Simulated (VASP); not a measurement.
A run of VASP 6.6.1 is set up as follows.

File INCAR:

```
SYSTEM = Ti19Al5
PREC     = Accurate       ! precision mode
ENCUT    = 520            ! plane-wave cutoff, eV
EDIFF    = 1E-7           ! SCF threshold, eV
ISMEAR   = -1             ! smearing method
SIGMA    = 0.05           ! smearing width, eV
LREAL    = Auto         
LASPH    = .TRUE.         ! aspherical terms in the spheres
NELM     = 100            ! most SCF steps
ALGO     = Normal         ! electronic algorithm
ISIF     = 2              ! what is computed and relaxed
LWAVE    = .FALSE.        ! write WAVECAR
LCHARG   = .FALSE.        ! write CHGCAR
GGA      = PE             ! functional
ISYM     = 0            
NBANDS   = 140            ! bands
```

KPOINTS

```
Automatic mesh
0
Gamma
  1 1 1
  0.25 0.25 0.25
```

The input POSCAR:

```
Ti19Al5
1.0
    7.7665530000     -0.1286440000      0.2320170000
   -0.1286440000      7.6697090000      0.0303640000
    0.2320170000      0.0303640000      7.4366650000
Ti Al
19 5
Direct
    0.8743530461      0.4063070969      0.2764482628
    0.4186429008      0.1359991659      0.4103501034
    0.7668898480      0.9034786126      0.8575856642
    0.3968586408      0.2598744202      0.7419741540
    0.1123120955      0.7623877349      0.2130221737
    0.0976097166      0.1486673770      0.2893026310
    0.5799544247      0.2879847582      0.0772087145
    0.2112147483      0.4156334109      0.0736463583
    0.8929190693      0.2724773072      0.8994870813
    0.8842644797      0.7679575647      0.4587430447
    0.2366360697      0.7760587648      0.5548978152
    0.5600185595      0.8250129032      0.6069733519
    0.0969027755      0.0146551532      0.9574891325
    0.4580372106      0.7978554197      0.2491715707
    0.7738506622      0.0215659057      0.1909176578
    0.0605641379      0.4186216686      0.5452125465
    0.7285792875      0.2146924084      0.5517407735
    0.3798897067      0.6337506500      0.8753611902
    0.7347477760      0.6348126321      0.1163461813
    0.4943369940      0.4968996159      0.4207954175
    0.0222175022      0.6440170898      0.8377512268
    0.0408847164      0.0687489147      0.6263800452
    0.7312173653      0.5272320198      0.7231444831
    0.4258056448      0.9782197440      0.9517707450
```

Potentials or basis: VASP PAW PBE potentials, release 64 (Ti_sv, Al).

Launch:

```bash
$ cat potpaw_PBE.64/Ti_sv/POTCAR potpaw_PBE.64/Al/POTCAR > POTCAR
$ mpirun -np 1 vasp_std > vasp.out
```

(1) Predict the largest force.

(2) What does it give for the pressure?

(3) Estimate the band gap on the k mesh.

Answers

(1) 1.156 eV/Å.

(2) -4.2 GPa.

(3) zero (an odd number of electrons rules out a gap without spin polarisation).

Caveat: the k points lie up to 0.85 Å⁻¹ apart, too coarse for converged energies and pressures of a metal; the atoms stand as in a frame of molecular dynamics.
